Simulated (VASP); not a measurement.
# SnTe (I4mm) in VASP: single point with r2SCAN

Aim: the single point of SnTe with r2SCAN.

Everything below comes from runs of VASP 6.6.1. Logs are shortened: lines on timing, memory, paths and dates and some standing lists are left out, and cuts for length are marked.

## Step 1: The cell of the first run

Symmetry: I4mm, No. 107, tetragonal system. The conventional cell has a = 4.534 Å, b = 4.534 Å, c = 6.434 Å, α = 90.00°, β = 90.00°, γ = 90.00°. Within 4.1 Å of Sn (site symmetry 4mm) lie 6 Te at 3.09 to 3.35 Å. Te (site symmetry 4mm) has 6 Sn at 3.09 to 3.35 Å within 4.1 Å.

## Step 2: Single point, r2SCAN

Input file POSCAR:

```
SnTe
1.0
   -2.2669169836      2.2669169836      3.2172387285
    2.2669169836     -2.2669169836      3.2172387285
    2.2669169836      2.2669169836     -3.2172387285
Sn Te
1 1
Direct
    0.6974675640      0.6974675640      0.0000000000
    0.1775324360      0.1775324360      0.0000000000
```

Input file INCAR.step1:

```
SYSTEM = SnTe
ALGO = Normal
EDIFF = 1E-4
ENCUT = 520
GGA = PE
ISMEAR = 0
LASPH = .TRUE.
LCHARG = .FALSE.
LREAL = .FALSE.
LWAVE = .TRUE.
NBANDS = 17
NELM = 100
PREC = Accurate
SIGMA = 0.02
```

Input file INCAR.step2:

```
SYSTEM = SnTe
ALGO = Normal
EDIFF = 1E-6
ENCUT = 520
ISIF = 2
ISMEAR = 0
ISTART = 1
LASPH = .TRUE.
LCHARG = .FALSE.
LMIXTAU = .TRUE.
LREAL = .FALSE.
LWAVE = .FALSE.
METAGGA = R2SCAN
NBANDS = 17
NELM = 100
PREC = Accurate
SIGMA = 0.02
```

Input file KPOINTS:

```
k-points
0
G
  12 12 12
  0 0 0
```

Potentials or basis: VASP PAW PBE potentials, release 64 (Sn_d, Te).

The run is started by

```bash
> cat potpaw_PBE.64/Sn_d/POTCAR potpaw_PBE.64/Te/POTCAR > POTCAR
> cp INCAR.step1 INCAR
> mpirun -np 1 vasp_std > vasp.out
> cp INCAR.step2 INCAR
> mpirun -np 1 vasp_std > vasp.out
```

OUTCAR:

```text
SYSTEM = SnTe
   EDIFF = 1E-6
   ENCUT = 520
   ISIF = 2
   ISMEAR = 0
   ISTART = 1
   LASPH = .TRUE.
   LREAL = .FALSE.
   METAGGA = R2SCAN
   NELM = 100
   PREC = Accurate

 ion  position               nearest neighbor table
   1  0.697  0.697  0.000-   2 3.09   2 3.21   2 3.21   2 3.21   2 3.21   2 3.35
   2  0.178  0.178  0.000-   1 3.09   1 3.21   1 3.21   1 3.21   1 3.21   1 3.35

  LATTYP: Found a body centered tetragonal cell.
 ALAT       =     4.5338339672
 C/A-ratio  =     1.4192132980

  Lattice vectors:

 A1 = (  -2.2669169836,   2.2669169836,   3.2172387285)
 A2 = (   2.2669169836,  -2.2669169836,   3.2172387285)
 A3 = (   2.2669169836,   2.2669169836,  -3.2172387285)

Analysis of symmetry for initial positions (statically):
=====================================================================
 Subroutine PRICEL returns:
 Original cell was already a primitive cell.

 Routine SETGRP: Setting up the symmetry group for a
 body centered tetragonal supercell.

 Subroutine GETGRP returns: Found  8 space group operations
 (whereof  8 operations were pure point group operations)
 out of a pool of 16 trial point group operations.

The static configuration has the point symmetry C_4v.

Analysis of symmetry for dynamics (positions and initial velocities):
=====================================================================
 Subroutine PRICEL returns:
 Original cell was already a primitive cell.

 Routine SETGRP: Setting up the symmetry group for a
 body centered tetragonal supercell.

 Subroutine GETGRP returns: Found  8 space group operations
 (whereof  8 operations were pure point group operations)
 out of a pool of 16 trial point group operations.

The dynamic configuration has the point symmetry C_4v.

 Subroutine INISYM returns: Found  8 space group operations
 (whereof  8 operations are pure point group operations),
 and found     1 'primitive' translations

----------------------------------------------------------------------------------------

                                     Primitive cell

  volume of cell :      66.1324

  direct lattice vectors                    reciprocal lattice vectors
    -2.266916984  2.266916984  3.217238728     0.000000000  0.220563878  0.155412775
     2.266916984 -2.266916984  3.217238728     0.220563878  0.000000000  0.155412775
     2.266916984  2.266916984 -3.217238728     0.220563878  0.220563878  0.000000000

[... 75 lines left out ...]
   ISTART =      1    job   : 0-new  1-cont  2-samecut
   ICHARG =      0    charge: 1-file 2-atom 10-const
   ISPIN  =      1    spin polarized calculation?
   LNONCOLLINEAR =      F non collinear calculations
   LSORBIT =      F    spin-orbit coupling
   LASPH  =      T    aspherical Exc in radial PAW
   ENCUT  =  520.0 eV  38.22 Ry    6.18 a.u.   8.44  8.44  8.44*2*pi/ulx,y,z
   NELM   =    100;   NELMIN=  2; NELMDL=  0     # of ELM steps
   EDIFF  = 0.1E-05   stopping-criterion for ELM
   LREAL  =      F    real-space projection
   EDIFFG = 0.1E-04   stopping-criterion for IOM
   NSW    =      0    number of steps for IOM
   IBRION =     -1    ionic relax: 0-MD 1-quasi-New 2-CG
   NFREE  =      0    steps in history (QN), initial steepest desc. (CG)
   ISIF   =      2    stress and relaxation
   ISYM   =      2    0-nonsym 1-usesym 2-fastsym
   POTIM  = 0.5000    time-step for ionic-motion
   TEBEG  =    0.0;   TEEND  =   0.0 temperature during run
   PSTRESS=    0.0 pullay stress
   NELECT =      20.0000    total number of electrons
   NUPDOWN=      -1.0000    fix difference up-down
   EMIN   =  10.00;   EMAX   =-10.00  energy-range for DOS
   EFERMI =   0.00;   METHOD = LEGACY
   ISMEAR =     0;   SIGMA  =   0.02  broadening in eV -4-tet -1-fermi 0-gaus
   EFERMI_NEDOS =   21; number of points for ismear=-14 and -15
   IALGO  =     38    algorithm
   IMIX   =      4    mixing-type and parameters
     AMIX     =   0.40;   BMIX     =  1.00
     AMIX_MAG =   1.60;   BMIX_MAG =  1.00
  volume/ion in A,a.u.               =      33.07       223.14
  Fermi-wavevector in a.u.,A,eV,Ry     =   1.098871  2.076565 16.429269  1.207517
  Thomas-Fermi vector in A             =   2.235256
   LORBIT       =      0    0 simple, 1 ext, 2 COOP (PROOUT), +10 PAW based schemes
   METAGGA = R2SCAN    functional components
   LHFCALC =     F    Hartree Fock is set to
   AEXX    =    0.0000 exact exchange contribution
   IVDW    =     0    specifies the selected vdW correction
   LEPSILON=     F    determine dielectric tensor
   LRPA    =     F    only Hartree local field effects (RPA)
 non-spin polarized calculation
 Gauss-broadening in eV      SIGMA  =   0.02
  energy-cutoff  :      520.00
  volume of cell :       66.13
 maximum number of plane-waves:      1808
 NGX is ok and might be reduce to    36
   NGX = 17   NGY = 17   NGZ = 17

 number of electron      20.0000001 magnetization

 Free energy of the ion-electron system (eV)
  ---------------------------------------------------
  ext. energy  EPLUGINS =         0.00000000
  ---------------------------------------------------
  free energy    TOTEN  =       -50.68952865 eV

  energy without entropy =      -50.68952865  energy(sigma->0) =      -50.68952865

 E-fermi :   6.3442     XC(G=0):  -9.7974

 val. band max:        6.1815255908   @ k =   0.5000   0.0000   0.0000
 cond. band min:       6.5699683933   @ k =   0.5000   0.0000   0.0000
 fundamental gap:      0.3884428025
 Fermi energy:         6.3441889805

 k-point     1 :       0.0000    0.0000    0.0000
  band No.  band energies     occupation
      1     -16.3928      2.00000
      2     -16.3905      2.00000
      3     -16.3857      2.00000
      4     -16.3825      2.00000
      5     -16.3824      2.00000
      6      -6.7669      2.00000
[... 457 lines left out ...]
      4     -16.3800      2.00000
      5     -16.3771      2.00000
      6      -5.7207      2.00000
[... 9 lines left out ...]
     16      15.2901      0.00000
     17      16.1132      0.00000

 [... further k-points ...]
[... 5 lines left out ...]
  --------------------------------------------------------------------------------------
  -------------------------------------------------------------------------------------
  Total       -0.3182670     -0.3182670     -0.3426107      0.0000000      0.0000000      0.0000000
  in kB       -7.7105915     -7.7105915     -8.3003607      0.0000000      0.0000000      0.0000000
  external PRESSURE =      -7.9071812 kB  Pullay stress =       0.0000000 kB

 VOLUME and BASIS-vectors are now :
 -----------------------------------------------------------------------------
  energy-cutoff  :      520.00
  volume of cell :       66.13
      direct lattice vectors                 reciprocal lattice vectors
    -2.266916984  2.266916984  3.217238728     0.000000000  0.220563878  0.155412775
     2.266916984 -2.266916984  3.217238728     0.220563878  0.000000000  0.155412775
     2.266916984  2.266916984 -3.217238728     0.220563878  0.220563878  0.000000000

 POSITION                                       TOTAL-FORCE (eV/Angst)
 -----------------------------------------------------------------------------------
      0.00000      0.00000      4.48784         0.000000      0.000000      0.046053
      0.00000      0.00000      1.14233        -0.000000     -0.000000     -0.046053
 -----------------------------------------------------------------------------------
    total drift:                               -0.000008     -0.000008     -0.000635

  FREE ENERGIE OF THE ION-ELECTRON SYSTEM (eV)
  ---------------------------------------------------
  free  energy   TOTEN  =       -50.6895286490 eV

  energy  without entropy=      -50.6895286490  energy(sigma->0) =      -50.68952865
```

OUTCAR.step1:

```text
SYSTEM = SnTe
   EDIFF = 1E-4
   ENCUT = 520
   GGA = PE
   ISMEAR = 0
   LASPH = .TRUE.
   LREAL = .FALSE.
[... 702 lines left out ...]
      0.00000      0.00000      4.48784        -0.000000     -0.000000     -0.002245
      0.00000      0.00000      1.14233         0.000000      0.000000      0.002245
 -----------------------------------------------------------------------------------
    total drift:                                0.000001      0.000001     -0.000161

  FREE ENERGIE OF THE ION-ELECTRON SYSTEM (eV)
  ---------------------------------------------------
  free  energy   TOTEN  =        -7.5662078617 eV

  energy  without entropy=       -7.5662078617  energy(sigma->0) =       -7.56620786
```

OSZICAR.step1:

```text
N       E                     dE             d eps       ncg     rms          rms(c)
DAV:   1     0.124058512868E+03    0.12406E+03   -0.96168E+03  5581   0.135E+03
DAV:   2     0.407858058179E+01   -0.11998E+03   -0.11677E+03  5801   0.327E+02
DAV:   3    -0.729937932908E+01   -0.11378E+02   -0.11280E+02  6790   0.897E+01
DAV:   4    -0.761983430989E+01   -0.32045E+00   -0.32022E+00  6641   0.158E+01
DAV:   5    -0.763080216982E+01   -0.10968E-01   -0.10967E-01  7868   0.298E+00    0.404E+00
DAV:   6    -0.756407440953E+01    0.66728E-01   -0.15956E-01  7236   0.247E+00    0.254E+00
DAV:   7    -0.756528640364E+01   -0.12120E-02   -0.55484E-02  6498   0.109E+00    0.857E-01
DAV:   8    -0.756611329166E+01   -0.82689E-03   -0.70713E-03  6955   0.661E-01    0.167E-01
DAV:   9    -0.756620786166E+01   -0.94570E-04   -0.77137E-04  7317   0.245E-01
   1 F= -.75662079E+01 E0= -.75662079E+01  d E =-.681415E-14
```

Wall time 4.8 min (1 thread of Intel Xeon 6975P-C (Granite Rapids), shared host); peak memory 0.35 GiB.

Results:

```
Free energy            : -50.6895 eV
Pressure               : -0.8 GPa
Largest force          : 0.046 eV/Å
Band gap on the k mesh : 0.39 eV, direct
```

Forces in eV/Å, atoms in the order of the input:
```
Sn   0.000  0.000  0.046
Te   0.000  0.000 -0.046
```

Caveat: the PAW data sets were made with another functional, which shifts forces and pressure a little; spin-orbit coupling is left out, which moves the levels of the heavy elements. A k mesh can miss the band edges.
